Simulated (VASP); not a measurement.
# Al (C2/m) in VASP: single point with PBE

Aim: the single point of Al with PBE.

Program: VASP 6.6.1. These are calculated values, not measurements. Logs are shortened: lines on timing, memory, paths and dates and some standing lists are left out, and cuts for length are marked.

## 1. The cell of the first run

The typed cell holds 2 atoms: a = 3.848 Å, b = 3.848 Å, c = 2.869 Å, α = 90.00°, β = 131.97°, γ = 90.00°.

## 2. Single point, PBE

Input file INCAR:

```
  PREC = Accurate
  ENCUT = 520
  EDIFF = 1E-6
  ISMEAR = 0
  SIGMA = 0.1
  LREAL = False
  LASPH = True
  NELM = 80
  ALGO = Fast
  ISIF = 2
  LWAVE = False
  LCHARG = False
  GGA = PE
  NBANDS = 10
```

Input file KPOINTS:

```
Automatic mesh
0
Gamma
  9 9 16
```

Input file POSCAR:

```
Al
1.0
    3.8482904267      0.0000000000      0.0047199143
    0.0000000000      3.8482933212      0.0000000000
   -1.9215165413      0.0000000000      2.1308580720
Al
2
Direct
    0.0000000000      0.0000000000      0.0000000000
    0.5000000000      0.5000000000      0.0000000000
```

Potentials or basis: VASP PAW PBE potentials, release 64 (Al).

Started as:

```bash
> cat potpaw_PBE.64/Al/POTCAR > POTCAR
> mpirun -np 1 vasp_std > vasp.out
```

OUTCAR:

```text
PREC = Accurate
   ENCUT = 520
   EDIFF = 1E-6
   ISMEAR = 0
   LREAL = False
   LASPH = True
   NELM = 80
   ISIF = 2
   GGA = PE

 ion  position               nearest neighbor table
   1  0.000  0.000  0.000-   2 2.72   2 2.72   2 2.72   2 2.72   2 2.87   2 2.87   2 2.87   2 2.87

   2  0.500  0.500  0.000-   1 2.72   1 2.72   1 2.72   1 2.72   1 2.87   1 2.87   1 2.87   1 2.87

  LATTYP: Found a simple monoclinic cell.
 ALAT       =     2.8692824785
 B/A-ratio  =     1.3412040641
 C/A-ratio  =     1.0024487247
 COS(beta)  =    -0.1027858578

  Lattice vectors:

 A1 = (  -1.9215165413,   0.0000000000,   2.1308580720)
 A2 = (   0.0000000000,   3.8482933212,   0.0000000000)
 A3 = (  -1.9267738854,   0.0000000000,  -2.1355779863)

Analysis of symmetry for initial positions (statically):
=====================================================================
 Subroutine PRICEL returns following result:

  LATTYP: Found a base centered monoclinic cell.
 ALAT       =     3.8482933212
 B/A-ratio  =     1.0000000000
 C/A-ratio  =     0.7455986951
 COS(beta)  =    -0.6687740307

  Lattice vectors:

 A1 = (   1.9241452134,  -1.9241466606,   0.0023599572)
 A2 = (   1.9241452134,   1.9241466606,   0.0023599572)
 A3 = (  -1.9215165413,   0.0000000000,   2.1308580720)

   2 primitive cells build up your supercell.

 Routine SETGRP: Setting up the symmetry group for a
 simple monoclinic supercell.

 Subroutine GETGRP returns: Found  4 space group operations
 (whereof  4 operations were pure point group operations)
 out of a pool of  4 trial point group operations.

The static configuration has the point symmetry C_2h.

Analysis of symmetry for dynamics (positions and initial velocities):
=====================================================================
 Subroutine PRICEL returns following result:

  LATTYP: Found a base centered monoclinic cell.
 ALAT       =     3.8482933212
 B/A-ratio  =     1.0000000000
 C/A-ratio  =     0.7455986951
 COS(beta)  =    -0.6687740307

  Lattice vectors:

 A1 = (   1.9241452134,  -1.9241466606,   0.0023599572)
 A2 = (   1.9241452134,   1.9241466606,   0.0023599572)
 A3 = (  -1.9215165413,   0.0000000000,   2.1308580720)

   2 primitive cells build up your supercell.

 Routine SETGRP: Setting up the symmetry group for a
 simple monoclinic supercell.

 Subroutine GETGRP returns: Found  4 space group operations
 (whereof  4 operations were pure point group operations)
[... 100 lines left out ...]
   EDIFF  = 0.1E-05   stopping-criterion for ELM
   LREAL  =      F    real-space projection
   EDIFFG = 0.1E-04   stopping-criterion for IOM
   NSW    =      0    number of steps for IOM
   IBRION =     -1    ionic relax: 0-MD 1-quasi-New 2-CG
   NFREE  =      0    steps in history (QN), initial steepest desc. (CG)
   ISIF   =      2    stress and relaxation
   ISYM   =      2    0-nonsym 1-usesym 2-fastsym
   POTIM  = 0.5000    time-step for ionic-motion
   TEBEG  =    0.0;   TEEND  =   0.0 temperature during run
   PSTRESS=    0.0 pullay stress
   NELECT =       6.0000    total number of electrons
   NUPDOWN=      -1.0000    fix difference up-down
   EMIN   =  10.00;   EMAX   =-10.00  energy-range for DOS
   EFERMI =   0.00;   METHOD = LEGACY
   ISMEAR =     0;   SIGMA  =   0.10  broadening in eV -4-tet -1-fermi 0-gaus
   EFERMI_NEDOS =   21; number of points for ismear=-14 and -15
   IALGO  =     68    algorithm
   IMIX   =      4    mixing-type and parameters
     AMIX     =   0.40;   BMIX     =  1.00
     AMIX_MAG =   1.60;   BMIX_MAG =  1.00
  volume/ion in A,a.u.               =      15.80       106.60
  Fermi-wavevector in a.u.,A,eV,Ry     =   0.941026  1.778282 12.048371  0.885530
  Thomas-Fermi vector in A             =   2.068496
   LORBIT       =      0    0 simple, 1 ext, 2 COOP (PROOUT), +10 PAW based schemes
   GGA     = PE    functional components
   LHFCALC =     F    Hartree Fock is set to
   AEXX    =    0.0000 exact exchange contribution
   IVDW    =     0    specifies the selected vdW correction
   LEPSILON=     F    determine dielectric tensor
   LRPA    =     F    only Hartree local field effects (RPA)
 non-spin polarized calculation
 RMM-DIIS sequential band-by-band and
 Gauss-broadening in eV      SIGMA  =   0.10
  energy-cutoff  :      520.00
  volume of cell :       31.59
 maximum number of plane-waves:       867
 NGX is ok and might be reduce to    30
   NGX = 15   NGY = 15   NGZ = 11

 number of electron       6.0000000 magnetization

 Free energy of the ion-electron system (eV)
  ---------------------------------------------------
  ext. energy  EPLUGINS =         0.00000000
  ---------------------------------------------------
  free energy    TOTEN  =        -7.44447432 eV

  energy without entropy =       -7.44197343  energy(sigma->0) =       -7.44322388

 E-fermi :   8.4636     XC(G=0): -10.3548

 val. band max:        8.4545931449   @ k =  -0.4444   0.0000   0.3750
 cond. band min:       8.4735902250   @ k =   0.1111   0.4444   0.1875
 fundamental gap:      0.0189970801
 Fermi energy:         8.4636352156

 k-point     1 :       0.0000    0.0000    0.0000
  band No.  band energies     occupation
      1      -2.9760      2.00000
      2       5.9731      2.00000
      3       7.5757      2.00000
      4      13.3411      0.00000
      5      13.4556      0.00000
      6      14.0999      0.00000
      7      17.3315      0.00000
      8      20.6554      0.00000
      9      21.8632      0.00000
     10      21.8648      0.00000
[... 287 lines left out ...]
 k-point    24 :       0.3333    0.4444   -0.0000
  band No.  band energies     occupation
      1       0.9499      2.00000
      2       2.0228      2.00000
      3       6.7152      2.00000
      4       7.7522      2.00000
      5      16.5733      0.00000
      6      17.5181      0.00000
      7      18.4661      0.00000
      8      19.6499      0.00000
      9      20.3391      0.00000
     10      20.3699      0.00000

 [... further k-points ...]
[... 5 lines left out ...]
  --------------------------------------------------------------------------------------
  -------------------------------------------------------------------------------------
  Total        1.3467693      1.3655734     -0.0051104      0.0000000      0.0000000      0.0061516
  in kB       68.3019633     69.2556226     -0.2591745      0.0000000      0.0000000      0.3119818
  external PRESSURE =      45.7661371 kB  Pullay stress =       0.0000000 kB

 VOLUME and BASIS-vectors are now :
 -----------------------------------------------------------------------------
  energy-cutoff  :      520.00
  volume of cell :       31.59
      direct lattice vectors                 reciprocal lattice vectors
     3.848290427  0.000000000  0.004719914     0.259568564  0.000000000  0.234067813
     0.000000000  3.848293321  0.000000000     0.000000000  0.259855452  0.000000000
    -1.921516541  0.000000000  2.130858072    -0.000574952  0.000000000  0.468776045

 POSITION                                       TOTAL-FORCE (eV/Angst)
 -----------------------------------------------------------------------------------
      0.00000      0.00000      0.00000         0.000000      0.000000     -0.000000
      1.92415      1.92415      0.00236        -0.000000     -0.000000      0.000000
 -----------------------------------------------------------------------------------
    total drift:                                0.000000     -0.000000      0.000000

  FREE ENERGIE OF THE ION-ELECTRON SYSTEM (eV)
  ---------------------------------------------------
  free  energy   TOTEN  =        -7.4444743203 eV

  energy  without entropy=       -7.4419734299  energy(sigma->0) =       -7.44322388
```

stdout:

```text
POSCAR found type information on POSCAR Al
 POSCAR found :  1 types and       2 ions
 scaLAPACK will be used
 LDA part: xc-table for (Slater+PW92), standard interpolation
 POSCAR, INCAR and KPOINTS ok, starting setup
 FFT: planning ... GRIDC
 FFT: planning ... GRID_SOFT
 FFT: planning ... GRID
 WAVECAR not read
 entering main loop
```

Wall time 41 s (1 thread of Intel Xeon 6975P-C (Granite Rapids), shared host); peak memory 0.21 GiB.

What came out:

```yaml
Free_energy: -7.4445 eV
Pressure: 4.6 GPa
Band_gap_on_the_k_mesh: zero (band 3 reaches 14.98 eV, above the bottom of band 4 at 4.54 eV)
```

Stress tensor (GPa, compression positive):
```
 6.83  0.00  0.03
 0.00  6.93  0.00
 0.03  0.00 -0.03
```
